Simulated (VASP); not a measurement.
# SnO2 (Cm) in VASP: a series of runs

SnO2 is run at these levels: LDA; tasks: single point.

All numbers are computed with VASP 6.6.1; they aren't measurements. Logs are shortened: lines on timing, memory, paths and dates and some standing lists are left out, and cuts for length are marked.

## (1) The cell of the first run

The structure is monoclinic, space group Cm (No. 8). The conventional cell has a = 10.849 Å, b = 6.263 Å, c = 6.263 Å, α = 90.00°, β = 125.26°, γ = 90.00°. Within 2.0 Å of Sn (site symmetry m) lie 2 O at 1.49 Å. Sn (site symmetry m) has 6 O at 2.08 Å and 1 Sn at 2.14 Å within 2.8 Å. Sn (site symmetry 1) has 6 O at 2.08 Å and 1 Sn at 2.77 Å within 2.8 Å. O (site symmetry 1) has 3 Sn at 2.08 to 2.91 Å and 3 O at 2.74 Å within 3.0 Å. Within 2.8 Å of O (site symmetry m) lie 3 Sn at 2.08 Å and 3 O at 2.74 Å. O (site symmetry m) has 3 Sn at 2.08 to 2.39 Å and 3 O at 2.74 Å within 2.8 Å. O (site symmetry m) has 3 Sn at 2.08 to 2.22 Å and 3 O at 2.74 Å within 2.8 Å. O (site symmetry m) has 4 Sn at 2.08 to 2.84 Å and 3 O at 2.74 Å within 2.9 Å.

## (2) Single point, LDA (atom 1 (Sn) moved by -0.704 Å along [1 0 0] and +0.704 Å along [0 0 1])

INCAR reads:

```
SYSTEM = SnO2
PREC = Accurate
ENCUT = 520
EDIFF = 1E-7
ISMEAR = 0
SIGMA = 0.05
LREAL = .FALSE.
LASPH = .TRUE.
NELM = 80
ALGO = Normal
ISIF = 2
LWAVE = .FALSE.
LCHARG = .FALSE.
GGA = CA
NBANDS = 64
```

KPOINTS reads:

```
Automatic mesh
0
G
  6 6 6
  0 0 0
```

POSCAR reads:

```
SnO2
1.0
    0.0000000000      4.4289551266      4.4289551266
    4.4289551266      0.0000000000      4.4289551266
    4.4289551266      4.4289551266      0.0000000000
Sn O
4 8
Direct
    0.2839539699      0.1250000000      0.4660460301
    0.6250000000      0.1250000000      0.1250000000
    0.1250000000      0.6250000000      0.1250000000
    0.1250000000      0.1250000000      0.1250000000
    0.8907311159      0.8907311159      0.8907311159
    0.8907311159      0.3278066522      0.8907311159
    0.8907311159      0.8907311159      0.3278066522
    0.3278066522      0.8907311159      0.8907311159
    0.9221933478      0.3592688841      0.3592688841
    0.3592688841      0.3592688841      0.9221933478
    0.3592688841      0.9221933478      0.3592688841
    0.3592688841      0.3592688841      0.3592688841
```

Potentials or basis: VASP PAW LDA potentials, release 64 (Sn_d, O).

Command:

```
$ cat potpaw_LDA.64/Sn_d/POTCAR potpaw_LDA.64/O/POTCAR > POTCAR
$ mpirun -np 1 vasp_std > vasp.out
```

OUTCAR:

```text
SYSTEM = SnO2
   PREC = Accurate
   ENCUT = 520
   EDIFF = 1E-7
   ISMEAR = 0
   LREAL = .FALSE.
   LASPH = .TRUE.
   NELM = 80
   ISIF = 2
   GGA = CA

 ion  position               nearest neighbor table
   1  0.284  0.125  0.466-  11 1.49  12 1.49   2 2.14   9 2.22   8 2.39   4 2.77   3 2.77  10 2.84
                             4 3.73   3 3.73
   2  0.625  0.125  0.125-   6 2.08   7 2.08  10 2.08  11 2.08   5 2.08  12 2.08   1 2.14   4 3.13
                             3 3.13   3 3.13   4 3.13
   3  0.125  0.625  0.125-   7 2.08   8 2.08   9 2.08  10 2.08   5 2.08  12 2.08   1 2.77   4 3.13
                             2 3.13   4 3.13   2 3.13   1 3.73
   4  0.125  0.125  0.125-   6 2.08   8 2.08   9 2.08  11 2.08  10 2.08   7 2.08   1 2.77   2 3.13
                             3 3.13   3 3.13   2 3.13   1 3.73
   5  0.891  0.891  0.891-   2 2.08   3 2.08
   6  0.891  0.328  0.891-   2 2.08   4 2.08
   7  0.891  0.891  0.328-   2 2.08   3 2.08   4 2.08
   8  0.328  0.891  0.891-   3 2.08   4 2.08   1 2.39
   9  0.922  0.359  0.359-   3 2.08   4 2.08   1 2.22
  10  0.359  0.359  0.922-   2 2.08   3 2.08   4 2.08   1 2.84
  11  0.359  0.922  0.359-   1 1.49   2 2.08   4 2.08
  12  0.359  0.359  0.359-   1 1.49   2 2.08   3 2.08

  LATTYP: Found a face centered cubic cell.
 ALAT       =     8.8579102532

  Lattice vectors:

 A1 = (   0.0000000000,   4.4289551266,   4.4289551266)
 A2 = (   4.4289551266,   0.0000000000,   4.4289551266)
 A3 = (   4.4289551266,   4.4289551266,   0.0000000000)

Analysis of symmetry for initial positions (statically):
=====================================================================
 Subroutine PRICEL returns:
 Original cell was already a primitive cell.

 Routine SETGRP: Setting up the symmetry group for a
 face centered cubic supercell.

 Subroutine GETGRP returns: Found  2 space group operations
 (whereof  2 operations were pure point group operations)
 out of a pool of 48 trial point group operations.

The static configuration has the point symmetry C_1h.

Analysis of symmetry for dynamics (positions and initial velocities):
=====================================================================
 Subroutine PRICEL returns:
 Original cell was already a primitive cell.

 Routine SETGRP: Setting up the symmetry group for a
 face centered cubic supercell.

 Subroutine GETGRP returns: Found  2 space group operations
 (whereof  2 operations were pure point group operations)
 out of a pool of 48 trial point group operations.

The dynamic configuration has the point symmetry C_1h.

 Subroutine INISYM returns: Found  2 space group operations
 (whereof  2 operations are pure point group operations),
 and found     1 'primitive' translations

----------------------------------------------------------------------------------------

                                     Primitive cell

  volume of cell :     173.7536

  direct lattice vectors                    reciprocal lattice vectors
     0.000000000  4.428955127  4.428955127    -0.112893445  0.112893445  0.112893445
     4.428955127  0.000000000  4.428955127     0.112893445 -0.112893445  0.112893445
     4.428955127  4.428955127  0.000000000     0.112893445  0.112893445 -0.112893445

  length of vectors
     6.263488407  6.263488407  6.263488407     0.195537182  0.195537182  0.195537182

  position of ions in fractional coordinates (direct lattice)
     0.283953970  0.125000000  0.466046030
     0.625000000  0.125000000  0.125000000
     0.125000000  0.625000000  0.125000000
     0.125000000  0.125000000  0.125000000
     0.890731116  0.890731116  0.890731116
     0.890731116  0.327806652  0.890731116
     0.890731116  0.890731116  0.327806652
     0.327806652  0.890731116  0.890731116
     0.922193348  0.359268884  0.359268884
     0.359268884  0.359268884  0.922193348
     0.359268884  0.922193348  0.359268884
     0.359268884  0.359268884  0.359268884

  ion indices of the primitive-cell ions
   primitive index   ion index
                 1           1
                 2           2
                 3           3
                 4           4
                 5           5
                 6           6
                 7           7
                 8           8
                 9           9
                10          10
                11          11
                12          12

----------------------------------------------------------------------------------------

 KPOINTS: Automatic mesh

Automatic generation of k-mesh.
 Grid dimensions read from file:
 generate k-points for:    6    6    6

 Generating k-lattice:

  Cartesian coordinates                     Fractional coordinates (reciprocal lattice)
    -0.018815574  0.018815574  0.018815574     0.166666667  0.000000000  0.000000000
     0.018815574 -0.018815574  0.018815574     0.000000000  0.166666667  0.000000000
     0.018815574  0.018815574 -0.018815574     0.000000000  0.000000000  0.166666667

  Length of vectors
     0.032589530  0.032589530  0.032589530

  Shift w.r.t. Gamma in fractional coordinates (k-lattice)
     0.000000000  0.000000000  0.000000000

 Subroutine IBZKPT returns following result:
 ===========================================

 Found     68 irreducible k-points:

 Following reciprocal coordinates:
            Coordinates               Weight
  0.000000  0.000000  0.000000      1.000000
  0.166667  0.000000  0.000000      2.000000
  0.000000  0.166667  0.000000      4.000000
  0.000000  0.000000  0.166667      2.000000
  0.333333  0.000000  0.000000      2.000000
  0.000000  0.333333  0.000000      4.000000
[... 16 lines left out ...]
  0.166667  0.166667 -0.333333      4.000000
  0.500000  0.333333  0.500000      4.000000
 [... further k-points ...]
   k-points           NKPTS =     68   k-points in BZ     NKDIM =     68   number of bands    NBANDS=     64
   number of dos      NEDOS =    301   number of ions     NIONS =     12
   total plane-waves  NPLWV = 110592
   dimension x,y,z NGX =    48 NGY =   48 NGZ =   48
   dimension x,y,z NGXF=    96 NGYF=   96 NGZF=   96
   ions per type =               4   8
   NGX,Y,Z   is equivalent  to a cutoff of  12.74, 12.74, 12.74 a.u.
   NGXF,Y,Z  is equivalent  to a cutoff of  25.48, 25.48, 25.48 a.u.
 SYSTEM =  SnO2
   PREC   = accura    normal or accurate (medium, high low for compatibility)
   ISTART =      0    job   : 0-new  1-cont  2-samecut
   ICHARG =      2    charge: 1-file 2-atom 10-const
   ISPIN  =      1    spin polarized calculation?
   LNONCOLLINEAR =      F non collinear calculations
   LSORBIT =      F    spin-orbit coupling
   LASPH  =      T    aspherical Exc in radial PAW
   ENCUT  =  520.0 eV  38.22 Ry    6.18 a.u.  11.65 11.65 11.65*2*pi/ulx,y,z
   NELM   =     80;   NELMIN=  2; NELMDL= -5     # of ELM steps
   EDIFF  = 0.1E-06   stopping-criterion for ELM
   LREAL  =      F    real-space projection
   EDIFFG = 0.1E-05   stopping-criterion for IOM
   NSW    =      0    number of steps for IOM
   IBRION =     -1    ionic relax: 0-MD 1-quasi-New 2-CG
   NFREE  =      0    steps in history (QN), initial steepest desc. (CG)
   ISIF   =      2    stress and relaxation
   ISYM   =      2    0-nonsym 1-usesym 2-fastsym
   POTIM  = 0.5000    time-step for ionic-motion
   TEBEG  =    0.0;   TEEND  =   0.0 temperature during run
   PSTRESS=    0.0 pullay stress
   NELECT =     104.0000    total number of electrons
   NUPDOWN=      -1.0000    fix difference up-down
   EMIN   =  10.00;   EMAX   =-10.00  energy-range for DOS
   EFERMI =   0.00;   METHOD = LEGACY
   ISMEAR =     0;   SIGMA  =   0.05  broadening in eV -4-tet -1-fermi 0-gaus
   EFERMI_NEDOS =   21; number of points for ismear=-14 and -15
   IALGO  =     38    algorithm
   IMIX   =      4    mixing-type and parameters
     AMIX     =   0.40;   BMIX     =  1.00
     AMIX_MAG =   1.60;   BMIX_MAG =  1.00
  volume/ion in A,a.u.               =      14.48        97.71
  Fermi-wavevector in a.u.,A,eV,Ry     =   1.379668  2.607195 25.898478  1.903484
  Thomas-Fermi vector in A             =   2.504616
   LORBIT       =      0    0 simple, 1 ext, 2 COOP (PROOUT), +10 PAW based schemes
   GGA     = CA    functional components
   LHFCALC =     F    Hartree Fock is set to
   AEXX    =    0.0000 exact exchange contribution
   IVDW    =     0    specifies the selected vdW correction
   LEPSILON=     F    determine dielectric tensor
   LRPA    =     F    only Hartree local field effects (RPA)
 non-spin polarized calculation
 Gauss-broadening in eV      SIGMA  =   0.05
  energy-cutoff  :      520.00
  volume of cell :      173.75
 maximum number of plane-waves:      4720
 NGX is ok and might be reduce to    48
   NGX = 23   NGY = 23   NGZ = 23

 number of electron     104.0000012 magnetization

 Free energy of the ion-electron system (eV)
  ---------------------------------------------------
  ext. energy  EPLUGINS =         0.00000000
  ---------------------------------------------------
  free energy    TOTEN  =       -61.70350442 eV

  energy without entropy =      -61.70270250  energy(sigma->0) =      -61.70310346

 E-fermi :   4.5704     XC(G=0): -10.3708

 val. band max:        4.5286640357   @ k =   0.0000   0.0000   0.0000
 cond. band min:       4.6447922228   @ k =   0.0000   0.0000   0.1667
 fundamental gap:      0.1161281871
 Fermi energy:         4.5704361397

 k-point     1 :       0.0000    0.0000    0.0000
  band No.  band energies     occupation
      1     -22.9966      2.00000
      2     -22.4729      2.00000
      3     -20.2433      2.00000
      4     -19.2284      2.00000
      5     -18.9554      2.00000
      6     -18.1652      2.00000
[... 56 lines left out ...]
     63      13.4298      0.00000
     64      13.8079      0.00000

 k-point     2 :       0.1667    0.0000    0.0000
  band No.  band energies     occupation
      1     -22.9963      2.00000
      2     -22.4718      2.00000
      3     -20.2407      2.00000
      4     -19.2238      2.00000
      5     -18.9566      2.00000
      6     -18.1228      2.00000
[... 56 lines left out ...]
     63      13.2491      0.00000
     64      13.6597      0.00000

 k-point     3 :       0.0000    0.1667    0.0000
  band No.  band energies     occupation
      1     -22.9961      2.00000
      2     -22.4727      2.00000
      3     -20.2433      2.00000
      4     -19.2262      2.00000
      5     -18.9562      2.00000
      6     -18.1334      2.00000
[... 1396 lines left out ...]
     63      13.1662      0.00000
     64      13.4107      0.00000

 k-point    24 :       0.5000    0.3333    0.5000
  band No.  band energies     occupation
      1     -22.9942      2.00000
      2     -22.4710      2.00000
      3     -20.2430      2.00000
      4     -19.2181      2.00000
      5     -18.9589      2.00000
      6     -17.9945      2.00000
[... 56 lines left out ...]
     63      12.1952      0.00000
     64      12.8853      0.00000

 [... further k-points ...]

------------------------ aborting loop because EDIFF is reached ----------------------------------------

  FORCE on cell =-STRESS in cart. coord.  units (eV):
  Direction    XX          YY          ZZ          XY          YZ          ZX
  --------------------------------------------------------------------------------------
  -------------------------------------------------------------------------------------
  Total       58.9918606      2.8921031     58.9918606      1.1592081     -1.1592081     21.1531151
  in kB      543.9623490     26.6680043    543.9623490     10.6890263    -10.6890268    195.0523014
  external PRESSURE =     371.5309008 kB  Pullay stress =       0.0000000 kB

 VOLUME and BASIS-vectors are now :
 -----------------------------------------------------------------------------
  energy-cutoff  :      520.00
  volume of cell :      173.75
      direct lattice vectors                 reciprocal lattice vectors
     0.000000000  4.428955127  4.428955127    -0.112893445  0.112893445  0.112893445
     4.428955127  0.000000000  4.428955127     0.112893445 -0.112893445  0.112893445
     4.428955127  4.428955127  0.000000000     0.112893445  0.112893445 -0.112893445

 POSITION                                       TOTAL-FORCE (eV/Angst)
 -----------------------------------------------------------------------------------
      2.61772      3.32172      1.81124        29.959929      9.784466    -29.959929
      1.10724      3.32172      3.32172       -15.453709      0.189573     15.453709
      3.32172      1.10724      3.32172         1.109389     -5.417172      1.725764
      1.10724      1.10724      1.10724        -1.725764     -5.417172     -1.109389
      7.89002      7.89002      7.89002         0.589731      0.717460     -0.777614
      5.39685      7.89002      5.39685         0.777614      0.717460     -0.589731
      5.39685      5.39685      7.89002         0.775088      0.596397     -0.775088
      7.89002      5.39685      5.39685        -0.405186      0.200444      0.405186
      3.18237      5.67554      5.67554        -0.917514      1.503885      0.917514
      5.67554      5.67554      3.18237         0.228173      1.154908     -0.228173
      5.67554      3.18237      5.67554       -26.908556     -2.015124    -11.970806
      3.18237      3.18237      3.18237        11.970806     -2.015124     26.908556
 -----------------------------------------------------------------------------------
    total drift:                               -0.000053     -0.000016      0.000058

  FREE ENERGIE OF THE ION-ELECTRON SYSTEM (eV)
  ---------------------------------------------------
  free  energy   TOTEN  =       -61.7035044184 eV

  energy  without entropy=      -61.7027025027  energy(sigma->0) =      -61.70310346
```

Run time: 29 min. Hardware: 1 thread of Intel Xeon 8259CL, shared host; peak memory 0.62 GiB.

Results:

```yaml
Free_energy: -61.7035 eV
Pressure: 37.2 GPa
Largest_force: 43.485 eV/Å
Band_gap_on_the_k_mesh: 0.01 eV (least direct gap 0.12 eV)
```

Forces on the atoms (eV/Å):
```
Sn   29.960   9.784 -29.960
Sn  -15.454   0.190  15.454
Sn    1.109  -5.417   1.726
Sn   -1.726  -5.417  -1.109
O     0.590   0.717  -0.778
O     0.778   0.717  -0.590
O     0.775   0.596  -0.775
O    -0.405   0.200   0.405
O    -0.918   1.504   0.918
O     0.228   1.155  -0.228
O   -26.909  -2.015 -11.971
O    11.971  -2.015  26.909
```

Levels at points of the mesh, in eV from the valence-band top:
```tsv
k point	band 50	band 51	band 52	band 53	band 54	band 55
(0.00, 0.00, 0.00)	-1.16	-0.56	-0.31	0.01	2.69	3.54
(0.50, 0.00, 0.00)	-1.17	-1.00	-0.04	1.64	2.14	4.08
(0.00, 0.50, 0.00)	-1.32	-0.74	-0.32	0.96	3.31	3.54
(0.00, 0.00, 0.50)	-1.61	-0.60	-0.02	1.12	3.12	3.74
(0.50, 0.50, 0.00)	-1.32	-0.72	-0.32	1.61	2.91	3.83
(0.50, 0.00, 0.50)	-1.47	-1.08	-0.05	1.60	2.86	4.02
```

Caveat: the cell differs from its parent crystal (atom 1 (Sn) moved by -0.704 Å along [1 0 0] and +0.704 Å along [0 0 1]); the stress differs along the axes, from 3 to 54 GPa; the smearing spreads over this small gap; semilocal functionals underestimate gaps, and a narrow one can read as zero; spin-orbit coupling is left out, which moves the levels of the heavy elements; forces of over 1 eV/Å act on the atoms, so gaps and moduli don't describe the material at rest. A k mesh can miss the band edges.

## (3) Single point, LDA (atom 1 (Sn) moved by -0.528 Å along [1 0 0] and -0.000 Å along [0 0 1])

INCAR reads:

```
SYSTEM = SnO2
ALGO = Normal ; EDIFF = 1E-7
ENCUT = 520 ; GGA = CA
ISIF = 2 ; ISMEAR = 0
LASPH = .True. ; LCHARG = .False.
LREAL = .False. ; LWAVE = .False.
NBANDS = 64 ; NELM = 100
PREC = Accurate ; SIGMA = 0.05
```

KPOINTS reads:

```
k-points
0
Gamma
  6 6 6
  0 0 0
```

Changes to POSCAR since step 2:

```diff
@@ -8,3 +8,3 @@
 Direct
-    0.2839539699      0.1250000000      0.4660460301
+    0.1846077387      0.0653922613      0.5653922613
     0.6250000000      0.1250000000      0.1250000000
```

Potentials or basis: VASP PAW LDA potentials, release 64 (Sn_d, O).

Command:

```
$ cat potpaw_LDA.64/Sn_d/POTCAR potpaw_LDA.64/O/POTCAR > POTCAR
$ mpirun -np 1 vasp_std > vasp.out
```

Wall time 25 min (1 thread of Oxide Virtual Turin-like, shared host); peak memory 0.58 GiB.

Results (log left out):

* Free energy: -76.0759 eV
* Pressure: 11.0 GPa
* Largest force: 27.950 eV/Å
* Band gap on the k mesh: 0.84 eV

Forces on the atoms (eV/Å):
```
Sn   27.262   4.357  -4.357
Sn   -1.738  -0.025   5.032
Sn    0.452  -0.021   0.021
Sn   -1.738  -5.032   0.025
O    -0.743   0.101   0.091
O    -0.123   0.496  -0.496
O     0.094   0.463  -0.463
O    -0.743  -0.091  -0.101
O    -0.703   0.570  -0.249
O    -0.204   0.306  -0.306
O   -21.114  -1.373   1.373
O    -0.703   0.249  -0.570
```

Stress tensor (GPa, compression positive):
```
30.00  3.85 -3.85
 3.85  1.52  0.43
-3.85  0.43  1.52
```

Levels at points of the mesh, in eV from the valence-band top:
```csv
k point,band 50,band 51,band 52,band 53,band 54,band 55
"(0.00, 0.00, 0.00)",-0.69,-0.60,0.00,0.84,4.33,4.43
"(0.50, 0.00, 0.00)",-1.04,-0.66,-0.12,2.55,4.21,4.79
"(0.00, 0.50, 0.00)",-0.79,-0.71,-0.36,2.42,4.51,4.78
"(0.00, 0.00, 0.50)",-1.14,-0.74,-0.05,2.70,3.95,4.79
"(0.50, 0.50, 0.00)",-1.12,-0.69,-0.14,3.39,3.70,4.97
"(0.00, 0.50, 0.50)",-1.04,-0.75,-0.30,3.50,3.68,4.98
```

Caveat: the cell differs from its parent crystal (atom 1 (Sn) moved by -0.528 Å along [1 0 0] and -0.000 Å along [0 0 1]); the stress differs along the axes, from 2 to 30 GPa; spin-orbit coupling is left out, which moves the levels of the heavy elements; forces of over 1 eV/Å act on the atoms, so gaps and moduli don't describe the material at rest. A k mesh can miss the band edges.

The gap in the log of VASP goes by the Fermi energy; the results here count the filled bands.